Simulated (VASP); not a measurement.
Write the native input for VASP 6.6.1 that does the following.

```yaml
Task: single point
Functional: PBEsol
Potentials_or_basis: VASP PAW PBE potentials, release 64 (Mg, I)
Cutoff: 520 eV
k_mesh: 6 × 6 × 4
Occupations: gaussian, width 0.05 eV
Spin: no spin polarisation
Dipole_correction: no
Further_INCAR_settings: ALGO = Normal; EDIFF = 1e-06; NBANDS = 15
```

The structure of MgI2 lies in POSCAR:

```
MgI2
1.0
    4.2783111250      0.0000000000      0.0000000000
   -2.1391555625      3.7051261196      0.0000000000
    0.0000000000      0.0000000000      6.8620000000
Mg I
1 2
Direct
    0.0000000000      0.0000000000      0.0000000000
    0.3333333333      0.6666666667      0.7576300000
    0.6666666667      0.3333333333      0.2423700000
```

This cell differs from its parent crystal: strain +0.030 along x and y, +0.000 along z.

These files were run (other wordings do the same):

INCAR

```
SYSTEM = MgI2
  PREC = Accurate
  ENCUT = 520
  EDIFF = 1E-6
  ISMEAR = 0
  SIGMA = 0.05
  LREAL = .False.
  LASPH = .True.
  NELM = 100
  ALGO = Normal
  ISIF = 2
  LWAVE = .False.
  LCHARG = .False.
  GGA = PS
  NBANDS = 15
```

KPOINTS

```
regular mesh
0
Gamma
  6 6 4
  0 0 0
```

Potentials or basis: VASP PAW PBE potentials, release 64 (Mg, I).

The run is started by

```console
$ cat potpaw_PBE.64/Mg/POTCAR potpaw_PBE.64/I/POTCAR > POTCAR
$ mpirun -np 1 vasp_std > vasp.out
```

It gave:

The pressure is -1.8 GPa and the largest force is 0.230 eV/Å. The band gap on the k mesh is 3.17 eV, direct.

Caveat: the cell differs from its parent crystal (strain +0.030 along x and y, +0.000 along z); the PAW data sets were made with another functional, which shifts forces and pressure a little; spin-orbit coupling is left out, which moves the levels of the heavy elements; this functional lacks dispersion, which binds the layers, so the pressure and a relaxed spacing across them are unreliable.

Run time: 21 s on 1 thread of AMD EPYC 9R14 (Zen 4) (shared host), peak memory 0.2 GiB.
